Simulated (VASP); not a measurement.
## KBr: single point with PBEsol

Crystal: KBr.

```xyz
2
Lattice="0.0000 3.2909 3.2909 3.2909 0.0000 3.2909 3.2909 3.2909 0.0000" Properties=species:S:1:pos:R:3 pbc="T T T"
K     0.0000    0.0000    0.0000
Br    3.2909    3.2909    3.2909
```

* Program: VASP 6.6.1
* Task: single point
* Functional: PBEsol
* Potentials or basis: VASP PAW PBE potentials, release 64 (K_sv, Br)
* Cutoff: 520 eV
* k mesh: 6 × 6 × 6
* Occupations: gaussian, width 0.01 eV
* Spin: non-collinear spin, zero start, spin-orbit coupling
* Starting moments: [[0.0, 0.0, 0.0], [0.0, 0.0, 0.0]] μB

```json
{
  "Pressure": "-0.2 GPa",
  "Net moment": "0.00 μB per cell",
  "Valence electrons inside the program's atomic spheres": "K 7.55; Br 4.88"
}
```

Moments on the atoms (μB; x, y, z):
```
K   0.00 0.00 0.00
Br  0.00 0.00 0.00
```

Wall time 2.4 min on 1 thread of Intel Xeon 8259CL (shared host), peak memory 0.4 GiB.

Caveat: the PAW data sets were made with another functional, which shifts forces and pressure a little.
